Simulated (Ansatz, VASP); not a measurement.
Zr: VASP beside Ansatz

```xyz
2
Lattice="3.2745 0.0000 0.0000 -1.6373 2.8358 0.0000 0.0000 0.0000 5.2147" Properties=species:S:1:pos:R:3 pbc="T T T"
Zr    0.0000    1.8906    1.3037
Zr    1.6373    0.9453    3.9110
```

Change from the starting cell: volume scaled by 1.04.

Alike in both runs: task single point; functional PBEsol; k mesh 13 × 13 × 7; occupations fermi-dirac, width 0.08 eV; no spin polarisation.

```csv
,VASP,Ansatz
version,VASP 6.6.1,Ansatz 0.2.0
potentials or method,"VASP PAW PBE potentials, release 64 (Zr_sv), cutoff 520 eV","all-electron LAPW, scalar-relativistic"
```

```csv
,VASP,Ansatz,Ansatz less VASP
pressure (GPa),-6.5,-6.5,-0.03
"traceless stress, the component that is largest in VASP (GPa)",0.24,0.24,-0.002
```

VASP's potentials were made for PBE, not for PBEsol. Ansatz ran all-electron here, and VASP with PAW potentials.
